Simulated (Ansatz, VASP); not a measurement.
**Bi: VASP beside Ansatz**

```
Bi
1.0
     3.94500    0.00000    0.00000
    -1.97250    3.41647    0.00000
     0.00000    0.00000   28.00000
Bi
2
Direct
  0.33333 0.66667 0.53282
  0.66667 0.33333 0.46718
```

Alike in both runs: task single point; functional LDA; k mesh 9 × 9 × 1; occupations gaussian, width 0.02 eV; no spin polarisation.

|  | VASP | Ansatz |
| --- | --- | --- |
| version | VASP 6.6.1 | Ansatz 0.2.0 |
| potentials or method | VASP PAW LDA potentials, release 64 (Bi_d), cutoff 520 eV | scalar-relativistic, plane waves, PAW |
| valence electrons in the cell | 30 | 30 |

VASP gave:

```
gap on the k mesh at the Fermi level (eV) : none
rms of the force components (eV/Å)        : 0.101
```

Problem. What did Ansatz give for the same quantities?

Solution. gap on the k mesh at the Fermi level (eV): none; rms of the force components (eV/Å): 0.070.

LDA's correlation is that of Perdew and Zunger in VASP and of Perdew and Wang (1992) in Ansatz. Atom by atom the forces differ by 0.032 eV/Å (rms over components). A gap of «none» marks a metal or a gap that the smearing closes.

Spin-orbit coupling is off throughout.
